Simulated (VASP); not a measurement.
# TeF3: single point with PBE

The system is TeF3.

```
CELL_PARAMETERS angstrom
3.62627 0.00000 0.00000
0.00000 3.62627 0.00000
0.00000 0.00000 6.93933
ATOMIC_POSITIONS crystal
Te 0.00000 0.00000 0.00000
F 0.00000 0.00000 0.28358
F 0.00000 0.00000 0.71642
F 0.50000 0.50000 0.00000
```

The cell was generated, and may not be a known phase.

```yaml
Program: VASP 6.6.1
Task: single point
Functional: PBE
Potentials_or_basis: VASP PAW PBE potentials, release 64 (Te, F)
Cutoff: 520 eV
k_mesh: 4 × 4 × 4
Occupations: gaussian, width 0.1 eV
Spin: no spin polarisation
```

```
Pressure               : -0.2 GPa
Largest force          : 0.008 eV/Å
Band gap on the k mesh : zero (an odd number of electrons rules out a gap without spin polarisation)
```

Forces in eV/Å, atoms in the order of the input:
```
Te   0.000  0.000  0.000
F    0.000  0.000 -0.008
F    0.000  0.000  0.008
F    0.000  0.000  0.000
```

Stress tensor (GPa, compression positive):
```
-0.34  0.00  0.00
 0.00 -0.34  0.00
 0.00  0.00 -0.02
```

Levels at points of the mesh, in eV from the Fermi level:
```csv
k point,band 11,band 12,band 13,band 14,band 15,band 16
"(0.00, 0.00, 0.00)",-3.19,-3.19,-2.87,2.32,2.32,4.19
"(0.50, 0.00, 0.00)",-3.27,-3.15,-1.86,-1.21,1.20,4.61
"(0.50, 0.50, 0.00)",-3.50,-3.50,-2.41,1.05,1.05,5.89
"(0.00, 0.00, 0.50)",-3.24,-3.24,-2.45,2.33,2.33,3.70
"(0.50, 0.00, 0.50)",-3.33,-3.20,-1.57,-1.17,1.21,4.30
"(0.50, 0.50, 0.50)",-3.45,-3.45,-2.05,1.06,1.06,5.63
```

It took 34 s on 1 thread of Intel(R) Xeon(R) 6975P-C (Granite Rapids) (shared host), peak memory 0.2 GiB.

Caveat: the k points lie up to 0.43 Å⁻¹ apart, too coarse for converged energies and pressures of a metal; spin-orbit coupling is left out, which moves the levels of the heavy elements; this functional lacks dispersion, which binds layers or chains, so the pressure and a relaxed spacing across them are unreliable; an odd number of electrons without spin polarisation forces a metal; a magnetic or distorted state may lie lower.
